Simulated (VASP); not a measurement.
Crystal: AlAs.

```
Al As
1.0
     0.00000    2.83040    2.83040
     2.83040    0.00000    2.83040
     2.83040    2.83040    0.00000
Al As
1 1
Direct
  0.00000 0.00000 0.00000
  0.25000 0.25000 0.25000
```

Base run:

| Property | Result |
| --- | --- |
| Program | VASP 6.6.1 |
| Functional | r2SCAN |
| Potentials or basis | VASP PAW PBE potentials, release 64 (Al, As) |
| Cutoff | 550 eV |
| k mesh | 6 × 6 × 6 |
| Occupations | gaussian, width 0.01 eV |
| Spin | no spin polarisation |

Its results: band gap on the k mesh 1.79 eV, indirect (least direct gap 2.71 eV); pressure 0.7 GPa.

Task: The run is repeated on the same cell with these changes: functional from r2SCAN to RPBE; cutoff from 550 eV to 500 eV. What comes out?

Result: Band gap on the k mesh 1.51 eV, indirect (least direct gap 2.19 eV); pressure 4.3 GPa.

r2SCAN gives the wider gap, since meta-GGAs in the generalised Kohn-Sham scheme recover part of the derivative discontinuity.

Caveats: the PAW data sets were made with another functional, which shifts forces and pressure a little.

A k mesh can miss the band edges.
